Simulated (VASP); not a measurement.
# FeNi2I6 (Amm2) in VASP: single point with PBEsol

Aim: the single point of FeNi2I6 with PBEsol.

Program: VASP 6.6.1. These are calculated values, not measurements. Logs are shortened: lines on timing, memory, paths and dates and some standing lists are left out, and cuts for length are marked.

## 1. The cell of the first run

The typed cell holds 9 atoms: a = 10.171 Å, b = 10.171 Å, c = 4.315 Å, α = 90.00°, β = 90.00°, γ = 120.00°.

## 2. Single point, PBEsol

File INCAR:

```
SYSTEM = FeNi2I6
PREC = Accurate ; ENCUT = 520
EDIFF = 1E-7 ; ISMEAR = -1
SIGMA = 0.1 ; LREAL = .False.
LASPH = .True. ; NELM = 80
ALGO = Normal ; ISIF = 2
LWAVE = .False. ; LCHARG = .False.
GGA = PS ; NBANDS = 45
```

File KPOINTS:

```
regular mesh
0
Gamma
  4 4 8
  0 0 0
```

File POSCAR:

```
FeNi2I6
1.0
   10.1707530000      0.0000000000      0.0000000000
   -5.0853760000      8.8081330000      0.0000000000
    0.0000000000      0.0000000000      4.3148690000
I Ni Fe
6 2 1
Direct
    0.2531000000      0.0000000000      0.5000000000
    0.7469000000      0.7469000000      0.5000000000
    0.0000000000      0.2531000000      0.5000000000
    0.6035000000      0.0000000000      0.0000000000
    0.3965000000      0.3965000000      0.0000000000
    0.0000000000      0.6035000000      0.0000000000
    0.3333000000      0.6667000000      0.5000000000
    0.6667000000      0.3333000000      0.5000000000
    0.0000000000      0.0000000000      0.0000000000
```

Potentials or basis: VASP PAW PBE potentials, release 64 (I, Ni, Fe).

On the command line:

```console
cat potpaw_PBE.64/I/POTCAR potpaw_PBE.64/Ni/POTCAR potpaw_PBE.64/Fe/POTCAR > POTCAR
mpirun -np 1 vasp_std > vasp.out
```

OUTCAR:

```text
SYSTEM = FeNi2I6
   PREC = Accurate
   ENCUT = 520
   EDIFF = 1E-7
   ISMEAR = -1
   LREAL = .False.
   LASPH = .True.
   NELM = 80
   ISIF = 2
   GGA = PS

 ion  position               nearest neighbor table
   1  0.253  0.000  0.500-
   2  0.747  0.747  0.500-
   3  0.000  0.253  0.500-
   4  0.603  0.000  0.000-
   5  0.397  0.397  0.000-
   6  0.000  0.603  0.000-
   7  0.333  0.667  0.500-
   8  0.667  0.333  0.500-
   9  0.000  0.000  0.000-

  LATTYP: Found a hexagonal cell.
 ALAT       =    10.1707530000
 C/A-ratio  =     0.4242428265

  Lattice vectors:

 A1 = (  10.1707530000,   0.0000000000,   0.0000000000)
 A2 = (  -5.0853760000,   8.8081330000,   0.0000000000)
 A3 = (   0.0000000000,   0.0000000000,   4.3148690000)

Analysis of symmetry for initial positions (statically):
=====================================================================
 Subroutine PRICEL returns:
 Original cell was already a primitive cell.

 Routine SETGRP: Setting up the symmetry group for a
 hexagonal supercell.

 Subroutine GETGRP returns: Found  4 space group operations
 (whereof  4 operations were pure point group operations)
 out of a pool of 24 trial point group operations.

The static configuration has the point symmetry C_2v.

Analysis of symmetry for dynamics (positions and initial velocities):
=====================================================================
 Subroutine PRICEL returns:
 Original cell was already a primitive cell.

 Routine SETGRP: Setting up the symmetry group for a
 hexagonal supercell.

 Subroutine GETGRP returns: Found  4 space group operations
 (whereof  4 operations were pure point group operations)
 out of a pool of 24 trial point group operations.

The dynamic configuration has the point symmetry C_2v.

 Subroutine INISYM returns: Found  4 space group operations
 (whereof  4 operations are pure point group operations),
 and found     1 'primitive' translations

----------------------------------------------------------------------------------------

                                     Primitive cell

  volume of cell :     386.5490

  direct lattice vectors                    reciprocal lattice vectors
    10.170753000  0.000000000  0.000000000     0.098321137  0.056765713  0.000000000
    -5.085376000  8.808133000  0.000000000     0.000000000  0.113531437  0.000000000
     0.000000000  0.000000000  4.314869000     0.000000000  0.000000000  0.231756746

  length of vectors
    10.170753000 10.170754938  4.314869000     0.113531459  0.113531437  0.231756746

  position of ions in fractional coordinates (direct lattice)
     0.253100000  0.000000000  0.500000000
     0.746900000  0.746900000  0.500000000
     0.000000000  0.253100000  0.500000000
     0.603500000  0.000000000  0.000000000
     0.396500000  0.396500000  0.000000000
     0.000000000  0.603500000  0.000000000
     0.333300000  0.666700000  0.500000000
     0.666700000  0.333300000  0.500000000
     0.000000000  0.000000000  0.000000000

  ion indices of the primitive-cell ions
   primitive index   ion index
                 1           1
                 2           2
                 3           3
                 4           4
                 5           5
                 6           6
                 7           7
                 8           8
                 9           9

----------------------------------------------------------------------------------------

 KPOINTS: regular mesh

Automatic generation of k-mesh.
 Grid dimensions read from file:
 generate k-points for:    4    4    8

 Generating k-lattice:

  Cartesian coordinates                     Fractional coordinates (reciprocal lattice)
     0.024580284  0.014191428  0.000000000     0.250000000  0.000000000  0.000000000
     0.000000000  0.028382859  0.000000000     0.000000000  0.250000000  0.000000000
     0.000000000  0.000000000  0.028969593     0.000000000  0.000000000  0.125000000

  Length of vectors
     0.028382865  0.028382859  0.028969593

  Shift w.r.t. Gamma in fractional coordinates (k-lattice)
     0.000000000  0.000000000  0.000000000

 Subroutine IBZKPT returns following result:
 ===========================================

 Found     35 irreducible k-points:

 Following reciprocal coordinates:
            Coordinates               Weight
  0.000000  0.000000  0.000000      1.000000
  0.250000  0.000000  0.000000      4.000000
 -0.250000  0.250000  0.000000      2.000000
  0.500000  0.000000  0.000000      2.000000
  0.500000  0.500000  0.000000      1.000000
  0.250000  0.250000  0.000000      2.000000
[... 16 lines left out ...]
  0.250000  0.000000  0.375000      8.000000
 -0.250000  0.250000  0.375000      4.000000
 [... further k-points ...]
   k-points           NKPTS =     35   k-points in BZ     NKDIM =     35   number of bands    NBANDS=     45
   number of dos      NEDOS =    301   number of ions     NIONS =      9
   total plane-waves  NPLWV = 204800
   dimension x,y,z NGX =    80 NGY =   80 NGZ =   32
   dimension x,y,z NGXF=   160 NGYF=  160 NGZF=   64
   ions per type =               6   2   1
   NGX,Y,Z   is equivalent  to a cutoff of  13.08, 13.08, 12.33 a.u.
   NGXF,Y,Z  is equivalent  to a cutoff of  26.15, 26.15, 24.66 a.u.
 SYSTEM =  FeNi2I6
   PREC   = accura    normal or accurate (medium, high low for compatibility)
   ISTART =      0    job   : 0-new  1-cont  2-samecut
   ICHARG =      2    charge: 1-file 2-atom 10-const
   ISPIN  =      1    spin polarized calculation?
   LNONCOLLINEAR =      F non collinear calculations
   LSORBIT =      F    spin-orbit coupling
   LASPH  =      T    aspherical Exc in radial PAW
   ENCUT  =  520.0 eV  38.22 Ry    6.18 a.u.  18.91 18.91  8.02*2*pi/ulx,y,z
   NELM   =     80;   NELMIN=  2; NELMDL= -5     # of ELM steps
   EDIFF  = 0.1E-06   stopping-criterion for ELM
   LREAL  =      F    real-space projection
   EDIFFG = 0.1E-05   stopping-criterion for IOM
   NSW    =      0    number of steps for IOM
   IBRION =     -1    ionic relax: 0-MD 1-quasi-New 2-CG
   NFREE  =      0    steps in history (QN), initial steepest desc. (CG)
   ISIF   =      2    stress and relaxation
   ISYM   =      2    0-nonsym 1-usesym 2-fastsym
   POTIM  = 0.5000    time-step for ionic-motion
   TEBEG  =    0.0;   TEEND  =   0.0 temperature during run
   PSTRESS=    0.0 pullay stress
   NELECT =      70.0000    total number of electrons
   NUPDOWN=      -1.0000    fix difference up-down
   EMIN   =  10.00;   EMAX   =-10.00  energy-range for DOS
   EFERMI =   0.00;   METHOD = LEGACY
   ISMEAR =    -1;   SIGMA  =   0.10  broadening in eV -4-tet -1-fermi 0-gaus
   EFERMI_NEDOS =   21; number of points for ismear=-14 and -15
   IALGO  =     38    algorithm
   IMIX   =      4    mixing-type and parameters
     AMIX     =   0.40;   BMIX     =  1.00
     AMIX_MAG =   1.60;   BMIX_MAG =  1.00
  volume/ion in A,a.u.               =      42.95       289.84
  Fermi-wavevector in a.u.,A,eV,Ry     =   0.926203  1.750269 11.671774  0.857851
  Thomas-Fermi vector in A             =   2.052140
   LORBIT       =      0    0 simple, 1 ext, 2 COOP (PROOUT), +10 PAW based schemes
   GGA     = PS    functional components
   LHFCALC =     F    Hartree Fock is set to
   AEXX    =    0.0000 exact exchange contribution
   IVDW    =     0    specifies the selected vdW correction
   LEPSILON=     F    determine dielectric tensor
   LRPA    =     F    only Hartree local field effects (RPA)
 non-spin polarized calculation
  energy-cutoff  :      520.00
  volume of cell :      386.55
 maximum number of plane-waves:     10444
 NGX is ok and might be reduce to    80
   NGX = 37   NGY = 37   NGZ = 17

 number of electron      70.0000011 magnetization

 Free energy of the ion-electron system (eV)
  ---------------------------------------------------
  ext. energy  EPLUGINS =         0.00000000
  ---------------------------------------------------
  free energy    TOTEN  =       -18.77225112 eV

  energy without entropy =      -17.54800063  energy(sigma->0) =      -18.16012587

 E-fermi :   0.9133     XC(G=0):  -7.9005

 val. band max:        0.9118605452   @ k =   0.5000   0.5000   0.3750
 cond. band min:       0.9140236485   @ k =  -0.2500   0.5000   0.0000
 fundamental gap:      0.0021631033
 Fermi energy:         0.9133262174

 k-point     1 :       0.0000    0.0000    0.0000
  band No.  band energies     occupation
      1     -10.9535      2.00000
      2     -10.6900      2.00000
      3     -10.6899      2.00000
      4     -10.4130      2.00000
      5     -10.4126      2.00000
      6     -10.2618      2.00000
[... 37 lines left out ...]
     44       5.5257      0.00000
     45       6.7233      0.00000

 k-point     2 :       0.2500    0.0000    0.0000
  band No.  band energies     occupation
      1     -10.9253      2.00000
      2     -10.7305      2.00000
      3     -10.7091      2.00000
      4     -10.3972      2.00000
      5     -10.3825      2.00000
      6     -10.2759      2.00000
[... 37 lines left out ...]
     44       5.7715      0.00000
     45       6.2016      0.00000

 k-point     3 :      -0.2500    0.2500    0.0000
  band No.  band energies     occupation
      1     -10.9253      2.00000
      2     -10.7306      2.00000
      3     -10.7091      2.00000
      4     -10.3971      2.00000
      5     -10.3826      2.00000
      6     -10.2760      2.00000
[... 997 lines left out ...]
     44       5.6631      0.00000
     45       5.8283      0.00000

 k-point    24 :      -0.2500    0.2500    0.3750
  band No.  band energies     occupation
      1     -10.6858      2.00000
      2     -10.5735      2.00000
      3     -10.5666      2.00000
      4     -10.2839      2.00000
      5     -10.2825      2.00000
      6     -10.2717      2.00000
[... 37 lines left out ...]
     44       5.6630      0.00000
     45       5.8282      0.00000

 [... further k-points ...]

------------------------ aborting loop because EDIFF is reached ----------------------------------------

  FORCE on cell =-STRESS in cart. coord.  units (eV):
  Direction    XX          YY          ZZ          XY          YZ          ZX
  --------------------------------------------------------------------------------------
  -------------------------------------------------------------------------------------
  Total      -17.1054055    -17.1058911    -14.7850865     -0.0004130      0.0000000      0.0000000
  in kB      -70.8988793    -70.9008920    -61.2815674     -0.0017119      0.0000000      0.0000000
  external PRESSURE =     -67.6937796 kB  Pullay stress =       0.0000000 kB

 VOLUME and BASIS-vectors are now :
 -----------------------------------------------------------------------------
  energy-cutoff  :      520.00
  volume of cell :      386.55
      direct lattice vectors                 reciprocal lattice vectors
    10.170753000  0.000000000  0.000000000     0.098321137  0.056765713  0.000000000
    -5.085376000  8.808133000  0.000000000     0.000000000  0.113531437  0.000000000
     0.000000000  0.000000000  4.314869000     0.000000000  0.000000000  0.231756746

 POSITION                                       TOTAL-FORCE (eV/Angst)
 -----------------------------------------------------------------------------------
      2.57422      0.00000      2.15743        -0.995205     -0.000219      0.000000
      3.79827      6.57879      2.15743         0.497826      0.862261      0.000000
     -1.28711      2.22934      2.15743         0.497412     -0.861982      0.000000
      6.13805      0.00000      0.00000        -0.388475      0.000351      0.000000
      2.01635      3.49242      0.00000         0.194003      0.336023      0.000000
     -3.06902      5.31571      0.00000         0.194541     -0.336254      0.000000
     -0.00051      5.87238      2.15743        -0.000959      0.000481      0.000000
      5.08589      2.93575      2.15743         0.000896     -0.000590      0.000000
      0.00000      0.00000      0.00000        -0.000041     -0.000070      0.000000
 -----------------------------------------------------------------------------------
    total drift:                                0.000003      0.000007     -0.000001

  FREE ENERGIE OF THE ION-ELECTRON SYSTEM (eV)
  ---------------------------------------------------
  free  energy   TOTEN  =       -18.7722511222 eV

  energy  without entropy=      -17.5480006252  energy(sigma->0) =      -18.16012587
```

Run time: 27 min. Hardware: 1 thread of Intel Xeon Platinum 8259CL at 2.50GHz (Skylake/Cascade Lake), shared host; peak memory 0.84 GiB.

Results:

- Free energy: -18.7723 eV
- Pressure: -6.8 GPa
- Largest force: 0.996 eV/Å
- Band gap on the k mesh: zero (bands 35 and 36 overlap by 0.07 eV)

Forces on the atoms (eV/Å):
```
I   -0.995  0.000  0.000
I    0.498  0.862  0.000
I    0.497 -0.862  0.000
I   -0.388  0.000  0.000
I    0.194  0.336  0.000
I    0.195 -0.336  0.000
Ni  -0.001  0.000  0.000
Ni   0.001 -0.001  0.000
Fe   0.000  0.000  0.000
```

Caveat: the cell stands under tension; the PAW data sets were made with another functional, which shifts forces and pressure a little; spin-orbit coupling is left out, which moves the levels of the heavy elements; the run has no spin polarisation, though such a crystal can be magnetic; semilocal functionals often make such compounds metallic where correlation or magnetic order opens a gap, which also shifts bond lengths.
